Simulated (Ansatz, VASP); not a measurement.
## One calculation of Mg2Ti3O3, two programs

INCAR

```
PREC = Accurate ; ENCUT = 520
EDIFF = 1E-6 ; ISMEAR = 0
SIGMA = 0.2 ; LREAL = F
LASPH = T ; NELM = 80
ALGO = Normal ; ISIF = 2
LWAVE = F ; LCHARG = F
GGA = PE ; NBANDS = 39
```

KPOINTS

```
Automatic mesh
0
Gamma
  8 6 6
```

File POSCAR:

```
Mg2Ti3O3
1.0
    0.0000000000      0.0000000000      2.7784274654
    6.5364034522      0.0000000000      0.0000000000
   -3.2682017261      5.6606914390      0.0000000000
Mg Ti O
2 3 3
Direct
    0.5000000000      0.0000000000      0.0000000000
    0.0000000000      0.6666666667      0.3333333333
    1.0000000000      0.5896036890      0.7948018445
    1.0000000000      0.2051981555      0.7948018445
    1.0000000000      0.2051981555      0.4103963110
    0.5000000000      0.9960983457      0.4980491729
    0.5000000000      0.5019508271      0.4980491729
    0.5000000000      0.5019508271      0.0039016543
```

Input for Ansatz:

```yaml
crystal:
  lattice:
    - [0.0, 0.0, 2.7784274654]
    - [6.5364034522, 0.0, 0.0]
    - [-3.2682017261, 5.660691439, 0.0]
  atoms:
    - { symbol: Mg, position: [0.5, 0.0, 0.0] }
    - { symbol: Mg, position: [0.0, 0.6666666667, 0.3333333333] }
    - { symbol: Ti, position: [1.0, 0.589603689, 0.7948018445] }
    - { symbol: Ti, position: [1.0, 0.2051981555, 0.7948018445] }
    - { symbol: Ti, position: [1.0, 0.2051981555, 0.410396311] }
    - { symbol: O, position: [0.5, 0.9960983457, 0.4980491729] }
    - { symbol: O, position: [0.5, 0.5019508271, 0.4980491729] }
    - { symbol: O, position: [0.5, 0.5019508271, 0.0039016543] }
basis:
  ecutwfc: 420
kpoints:
  mp_grid: { grid: [8, 6, 6] }
hamiltonian:
  xc: pbe
scf:
  occupations: { method: gaussian, width: 0.2 }
  lower_state_search: "off"
output:
  forces: true
  stress: true
  eigenvalues: true
```

Alike in both runs: task single point; functional PBE; k mesh 8 × 6 × 6; occupations gaussian, width 0.2 eV; no spin polarisation.

|  | VASP | Ansatz |
| --- | --- | --- |
| version | VASP 6.6.1 | Ansatz 0.2.0 |
| potentials or method | VASP PAW PBE potentials, release 64 (Mg, Ti_sv, O), cutoff 520 eV | scalar-relativistic, plane waves, PAW |
| valence electrons in the cell | 58 | 74 |

VASP gave:

- gap on the k mesh at the Fermi level (eV): none
- pressure (GPa): 0.1
- traceless stress, the component that is largest in VASP (GPa): -0.29
- rms of the force components (eV/Å): 0.027

**Question.** What did Ansatz give for the same quantities?

**Answer.** gap on the k mesh at the Fermi level (eV): none; pressure (GPa): 0.1; traceless stress, the component that is largest in VASP (GPa): -0.34; rms of the force components (eV/Å): 0.008.

Atom by atom the forces differ by 0.019 eV/Å (rms over components). A gap of «none» marks a metal or a gap that the smearing closes. VASP's potentials hold 58 valence electrons a cell and Ansatz's 74, so a difference there can come from the potentials and not from the codes.
